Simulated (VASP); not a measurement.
# RbCl (Fm-3m) in VASP: notebook

Runs on RbCl. Level: LDA. Tasks: single point.

Program: VASP 6.6.1. These are calculated values, not measurements. Logs are shortened: lines on timing, memory, paths and dates and some standing lists are left out, and cuts for length are marked.

### Step 1. The cell of the first run

Symmetry: Fm-3m, No. 225, cubic system. The conventional cell has a = 6.414 Å, b = 6.414 Å, c = 6.414 Å, α = 90.00°, β = 90.00°, γ = 90.00°. Rb (site symmetry m-3m) has 6 Cl at 3.21 Å within 4.2 Å. Cl (site symmetry m-3m) has 6 Rb at 3.21 Å within 4.2 Å.

### Step 2. Single point, LDA

Input file INCAR:

```
SYSTEM = RbCl
PREC = Accurate ; ENCUT = 500
EDIFF = 1E-6 ; ISMEAR = -1
SIGMA = 0.1 ; LREAL = .FALSE.
LASPH = .TRUE. ; NELM = 120
ALGO = Normal ; ISIF = 2
LWAVE = .FALSE. ; LCHARG = .FALSE.
NBANDS = 15 ; GGA_COMPAT = .FALSE.
```

Input file KPOINTS:

```
Automatic mesh
0
G
  5 5 5
  0 0 0
```

Input file POSCAR:

```
RbCl
1.0
    0.0000000000      3.2071649199      3.2071649199
    3.2071649199      0.0000000000      3.2071649199
    3.2071649199      3.2071649199      0.0000000000
Rb Cl
1 1
Direct
    0.0000000000      0.0000000000      0.0000000000
    0.5000000000      0.5000000000      0.5000000000
```

Potentials or basis: VASP PAW LDA potentials, release 64 (Rb_sv, Cl).

Run with:

```
$ cat potpaw_LDA.64/Rb_sv/POTCAR potpaw_LDA.64/Cl/POTCAR > POTCAR
$ mpirun -np 1 vasp_std > vasp.out
```

OUTCAR:

```text
SYSTEM = RbCl
   PREC = Accurate
   ENCUT = 500
   EDIFF = 1E-6
   ISMEAR = -1
   LREAL = .FALSE.
   LASPH = .TRUE.
   NELM = 120
   ISIF = 2

 ion  position               nearest neighbor table
   1  0.000  0.000  0.000-   2 3.21   2 3.21   2 3.21   2 3.21   2 3.21   2 3.21
   2  0.500  0.500  0.500-   1 3.21   1 3.21   1 3.21   1 3.21   1 3.21   1 3.21

  LATTYP: Found a face centered cubic cell.
 ALAT       =     6.4143298398

  Lattice vectors:

 A1 = (   0.0000000000,   3.2071649199,   3.2071649199)
 A2 = (   3.2071649199,   0.0000000000,   3.2071649199)
 A3 = (   3.2071649199,   3.2071649199,   0.0000000000)

Analysis of symmetry for initial positions (statically):
=====================================================================
 Subroutine PRICEL returns:
 Original cell was already a primitive cell.

 Routine SETGRP: Setting up the symmetry group for a
 face centered cubic supercell.

 Subroutine GETGRP returns: Found 48 space group operations
 (whereof 48 operations were pure point group operations)
 out of a pool of 48 trial point group operations.

The static configuration has the point symmetry O_h .

Analysis of symmetry for dynamics (positions and initial velocities):
=====================================================================
 Subroutine PRICEL returns:
 Original cell was already a primitive cell.

 Routine SETGRP: Setting up the symmetry group for a
 face centered cubic supercell.

 Subroutine GETGRP returns: Found 48 space group operations
 (whereof 48 operations were pure point group operations)
 out of a pool of 48 trial point group operations.

The dynamic configuration has the point symmetry O_h .

 Subroutine INISYM returns: Found 48 space group operations
 (whereof 48 operations are pure point group operations),
 and found     1 'primitive' translations

----------------------------------------------------------------------------------------

                                     Primitive cell

  volume of cell :      65.9772

  direct lattice vectors                    reciprocal lattice vectors
     0.000000000  3.207164920  3.207164920    -0.155900932  0.155900932  0.155900932
     3.207164920  0.000000000  3.207164920     0.155900932 -0.155900932  0.155900932
     3.207164920  3.207164920  0.000000000     0.155900932  0.155900932 -0.155900932

  length of vectors
     4.535616126  4.535616126  4.535616126     0.270028335  0.270028335  0.270028335

  position of ions in fractional coordinates (direct lattice)
     0.000000000  0.000000000  0.000000000
     0.500000000  0.500000000  0.500000000

  ion indices of the primitive-cell ions
   primitive index   ion index
                 1           1
                 2           2

----------------------------------------------------------------------------------------

 KPOINTS: Automatic mesh

Automatic generation of k-mesh.
 Grid dimensions read from file:
 generate k-points for:    5    5    5

 Generating k-lattice:

  Cartesian coordinates                     Fractional coordinates (reciprocal lattice)
    -0.031180186  0.031180186  0.031180186     0.200000000  0.000000000  0.000000000
     0.031180186 -0.031180186  0.031180186     0.000000000  0.200000000  0.000000000
     0.031180186  0.031180186 -0.031180186     0.000000000  0.000000000  0.200000000

  Length of vectors
     0.054005667  0.054005667  0.054005667

  Shift w.r.t. Gamma in fractional coordinates (k-lattice)
     0.000000000  0.000000000  0.000000000

 Subroutine IBZKPT returns following result:
 ===========================================

 Found     10 irreducible k-points:

 Following reciprocal coordinates:
            Coordinates               Weight
  0.000000  0.000000  0.000000      1.000000
  0.200000  0.000000  0.000000      8.000000
  0.400000  0.000000  0.000000      8.000000
  0.200000  0.200000  0.000000      6.000000
  0.400000  0.200000  0.000000     24.000000
 -0.400000  0.200000  0.000000     24.000000
 -0.200000  0.200000  0.000000     12.000000
  0.400000  0.400000  0.000000      6.000000
 -0.400000  0.400000  0.000000     12.000000
 -0.400000  0.400000  0.200000     24.000000
   k-points           NKPTS =     10   k-points in BZ     NKDIM =     10   number of bands    NBANDS=     15
   number of dos      NEDOS =    301   number of ions     NIONS =      2
   total plane-waves  NPLWV =  46656
   dimension x,y,z NGX =    36 NGY =   36 NGZ =   36
   dimension x,y,z NGXF=    72 NGYF=   72 NGZF=   72
   ions per type =               1   1
   NGX,Y,Z   is equivalent  to a cutoff of  13.20, 13.20, 13.20 a.u.
   NGXF,Y,Z  is equivalent  to a cutoff of  26.39, 26.39, 26.39 a.u.
 SYSTEM =  RbCl
   PREC   = accura    normal or accurate (medium, high low for compatibility)
   ISTART =      0    job   : 0-new  1-cont  2-samecut
   ICHARG =      2    charge: 1-file 2-atom 10-const
   ISPIN  =      1    spin polarized calculation?
   LNONCOLLINEAR =      F non collinear calculations
   LSORBIT =      F    spin-orbit coupling
   LASPH  =      T    aspherical Exc in radial PAW
   ENCUT  =  500.0 eV  36.75 Ry    6.06 a.u.   8.27  8.27  8.27*2*pi/ulx,y,z
   NELM   =    120;   NELMIN=  2; NELMDL= -5     # of ELM steps
   EDIFF  = 0.1E-05   stopping-criterion for ELM
   LREAL  =      F    real-space projection
   EDIFFG = 0.1E-04   stopping-criterion for IOM
   NSW    =      0    number of steps for IOM
   IBRION =     -1    ionic relax: 0-MD 1-quasi-New 2-CG
   NFREE  =      0    steps in history (QN), initial steepest desc. (CG)
   ISIF   =      2    stress and relaxation
   ISYM   =      2    0-nonsym 1-usesym 2-fastsym
   POTIM  = 0.5000    time-step for ionic-motion
   TEBEG  =    0.0;   TEEND  =   0.0 temperature during run
   PSTRESS=    0.0 pullay stress
   NELECT =      16.0000    total number of electrons
   NUPDOWN=      -1.0000    fix difference up-down
   EMIN   =  10.00;   EMAX   =-10.00  energy-range for DOS
   EFERMI =   0.00;   METHOD = LEGACY
   ISMEAR =    -1;   SIGMA  =   0.10  broadening in eV -4-tet -1-fermi 0-gaus
   EFERMI_NEDOS =   21; number of points for ismear=-14 and -15
   IALGO  =     38    algorithm
   IMIX   =      4    mixing-type and parameters
     AMIX     =   0.40;   BMIX     =  1.00
     AMIX_MAG =   1.60;   BMIX_MAG =  1.00
  volume/ion in A,a.u.               =      32.99       222.62
  Fermi-wavevector in a.u.,A,eV,Ry     =   1.020901  1.929223 14.180514  1.042238
  Thomas-Fermi vector in A             =   2.154496
   LORBIT       =      0    0 simple, 1 ext, 2 COOP (PROOUT), +10 PAW based schemes
   GGA     = CA    functional components
   LHFCALC =     F    Hartree Fock is set to
   AEXX    =    0.0000 exact exchange contribution
   IVDW    =     0    specifies the selected vdW correction
   LEPSILON=     F    determine dielectric tensor
   LRPA    =     F    only Hartree local field effects (RPA)
 non-spin polarized calculation
  energy-cutoff  :      500.00
  volume of cell :       65.98
 maximum number of plane-waves:      1692
 NGX is ok and might be reduce to    36
   NGX = 17   NGY = 17   NGZ = 17

 number of electron      15.9999999 magnetization

 Free energy of the ion-electron system (eV)
  ---------------------------------------------------
  ext. energy  EPLUGINS =         0.00000000
  ---------------------------------------------------
  free energy    TOTEN  =        -7.26669793 eV

  energy without entropy =       -7.26669793  energy(sigma->0) =       -7.26669793

 E-fermi :   0.5392     XC(G=0):  -8.2194

 val. band max:       -1.8342161692   @ k =   0.0000   0.0000   0.0000
 cond. band min:       2.9636197585   @ k =   0.0000   0.0000   0.0000
 fundamental gap:      4.7978359277
 Fermi energy:         0.5391724247

 k-point     1 :       0.0000    0.0000    0.0000
  band No.  band energies     occupation
      1     -25.4505      2.00000
      2     -13.8123      2.00000
      3      -9.5643      2.00000
      4      -9.5643      2.00000
      5      -9.5643      2.00000
      6      -1.8342      2.00000
      7      -1.8342      2.00000
      8      -1.8342      2.00000
      9       2.9636      0.00000
     10       5.9084      0.00000
     11       5.9084      0.00000
     12       5.9084      0.00000
     13       7.0106      0.00000
     14       7.0106      0.00000
     15       9.9671      0.00000

 k-point     2 :       0.2000    0.0000    0.0000
  band No.  band energies     occupation
      1     -25.4417      2.00000
      2     -13.8466      2.00000
      3      -9.5696      2.00000
      4      -9.5696      2.00000
      5      -9.5470      2.00000
      6      -2.2675      2.00000
      7      -1.9944      2.00000
      8      -1.9944      2.00000
      9       3.9212      0.00000
     10       5.6843      0.00000
     11       6.4492      0.00000
     12       6.4492      0.00000
     13       7.6726      0.00000
     14       7.6726      0.00000
     15      11.5858      0.00000

 k-point     3 :       0.4000    0.0000    0.0000
  band No.  band energies     occupation
      1     -25.4275      2.00000
      2     -13.9014      2.00000
      3      -9.5779      2.00000
      4      -9.5779      2.00000
      5      -9.5198      2.00000
      6      -2.8146      2.00000
      7      -2.2327      2.00000
      8      -2.2327      2.00000
      9       5.5061      0.00000
     10       5.9156      0.00000
     11       7.8631      0.00000
     12       7.8631      0.00000
     13       9.1402      0.00000
     14       9.1402      0.00000
     15      10.7841      0.00000

 k-point     4 :       0.2000    0.2000    0.0000
  band No.  band energies     occupation
      1     -25.4390      2.00000
      2     -13.8360      2.00000
      3      -9.6143      2.00000
      4      -9.6143      2.00000
      5      -9.5379      2.00000
      6      -2.4114      2.00000
      7      -1.8907      2.00000
      8      -1.8907      2.00000
      9       4.0161      0.00000
     10       4.9701      0.00000
     11       7.0193      0.00000
     12       7.0193      0.00000
     13       7.3631      0.00000
     14       8.2263      0.00000
     15      11.9806      0.00000

 k-point     5 :       0.4000    0.2000    0.0000
  band No.  band energies     occupation
      1     -25.4269      2.00000
      2     -13.8483      2.00000
      3      -9.6499      2.00000
      4      -9.6355      2.00000
      5      -9.6092      2.00000
      6      -2.5554      2.00000
      7      -2.1202      2.00000
      8      -2.0456      2.00000
      9       4.9103      0.00000
     10       5.3560      0.00000
     11       8.0224      0.00000
     12       8.2247      0.00000
     13       8.4417      0.00000
     14       8.7532      0.00000
     15      10.4899      0.00000

 k-point     6 :      -0.4000    0.2000    0.0000
  band No.  band energies     occupation
      1     -25.4221      2.00000
      2     -13.8659      2.00000
      3      -9.7234      2.00000
      4      -9.6044      2.00000
      5      -9.5648      2.00000
      6      -2.6711      2.00000
      7      -2.2305      2.00000
      8      -2.1608      2.00000
      9       5.6316      0.00000
     10       6.0278      0.00000
     11       7.8596      0.00000
     12       8.2694      0.00000
     13       8.5875      0.00000
     14      10.1492      0.00000
     15      10.4462      0.00000

 k-point     7 :      -0.2000    0.2000    0.0000
  band No.  band energies     occupation
      1     -25.4313      2.00000
      2     -13.8653      2.00000
      3      -9.6748      2.00000
      4      -9.5634      2.00000
      5      -9.5235      2.00000
      6      -2.6066      2.00000
      7      -2.2030      2.00000
      8      -1.9720      2.00000
      9       4.9156      0.00000
     10       5.5114      0.00000
     11       6.9269      0.00000
     12       7.7582      0.00000
     13       8.0428      0.00000
     14       9.0022      0.00000
     15      10.8290      0.00000

 k-point     8 :       0.4000    0.4000    0.0000
  band No.  band energies     occupation
      1     -25.4211      2.00000
      2     -13.7775      2.00000
      3      -9.8446      2.00000
      4      -9.6955      2.00000
      5      -9.6955      2.00000
      6      -2.2867      2.00000
      7      -1.9299      2.00000
      8      -1.9299      2.00000
      9       4.0582      0.00000
     10       5.7087      0.00000
     11       8.0870      0.00000
     12       8.3468      0.00000
     13       9.2630      0.00000
     14       9.5639      0.00000
     15       9.5639      0.00000

 k-point     9 :      -0.4000    0.4000    0.0000
  band No.  band energies     occupation
      1     -25.4182      2.00000
      2     -13.7878      2.00000
      3      -9.8951      2.00000
      4      -9.6770      2.00000
      5      -9.6641      2.00000
      6      -2.2021      2.00000
      7      -2.1392      2.00000
      8      -2.0476      2.00000
      9       4.4996      0.00000
     10       6.9566      0.00000
     11       7.0475      0.00000
     12       8.2224      0.00000
     13       8.8242      0.00000
     14       9.4532      0.00000
     15      10.9560      0.00000

 k-point    10 :      -0.4000    0.4000    0.2000
  band No.  band energies     occupation
      1     -25.4197      2.00000
      2     -13.8178      2.00000
      3      -9.7792      2.00000
      4      -9.7725      2.00000
      5      -9.5544      2.00000
      6      -2.4333      2.00000
      7      -2.1735      2.00000
      8      -2.0407      2.00000
      9       5.1330      0.00000
     10       6.0025      0.00000
     11       7.3984      0.00000
     12       8.3374      0.00000
     13       9.2840      0.00000
     14       9.4765      0.00000
     15      10.4642      0.00000

------------------------ aborting loop because EDIFF is reached ----------------------------------------

  FORCE on cell =-STRESS in cart. coord.  units (eV):
  Direction    XX          YY          ZZ          XY          YZ          ZX
  --------------------------------------------------------------------------------------
  -------------------------------------------------------------------------------------
  Total       -0.1354731     -0.1354731     -0.1354731      0.0000000      0.0000000     -0.0000000
  in kB       -3.2898028     -3.2898028     -3.2898028      0.0000000      0.0000000     -0.0000000
  external PRESSURE =      -3.2898028 kB  Pullay stress =       0.0000000 kB

 VOLUME and BASIS-vectors are now :
 -----------------------------------------------------------------------------
  energy-cutoff  :      500.00
  volume of cell :       65.98
      direct lattice vectors                 reciprocal lattice vectors
     0.000000000  3.207164920  3.207164920    -0.155900932  0.155900932  0.155900932
     3.207164920  0.000000000  3.207164920     0.155900932 -0.155900932  0.155900932
     3.207164920  3.207164920  0.000000000     0.155900932  0.155900932 -0.155900932

 POSITION                                       TOTAL-FORCE (eV/Angst)
 -----------------------------------------------------------------------------------
      0.00000      0.00000      0.00000         0.000000      0.000000      0.000000
      3.20716      3.20716      3.20716        -0.000000     -0.000000     -0.000000
 -----------------------------------------------------------------------------------
    total drift:                                0.000000      0.000000      0.000000

  FREE ENERGIE OF THE ION-ELECTRON SYSTEM (eV)
  ---------------------------------------------------
  free  energy   TOTEN  =        -7.2666979302 eV

  energy  without entropy=       -7.2666979301  energy(sigma->0) =       -7.26669793
```

Run time: 20 s. Hardware: 1 thread of Intel Xeon 8259CL, shared host; peak memory 0.17 GiB.

What came out:

* Free energy: -7.2667 eV
* Pressure: -0.3 GPa
* Band gap on the k mesh: 4.80 eV, direct

Levels at points of the mesh, in eV from the valence-band top:
| k point | band 6 | band 7 | band 8 | band 9 | band 10 | band 11 |
| --- | --- | --- | --- | --- | --- | --- |
| (0.00, 0.00, 0.00) | 0.00 | 0.00 | 0.00 | 4.80 | 7.74 | 7.74 |

(Part 1 of 2 ends here.)
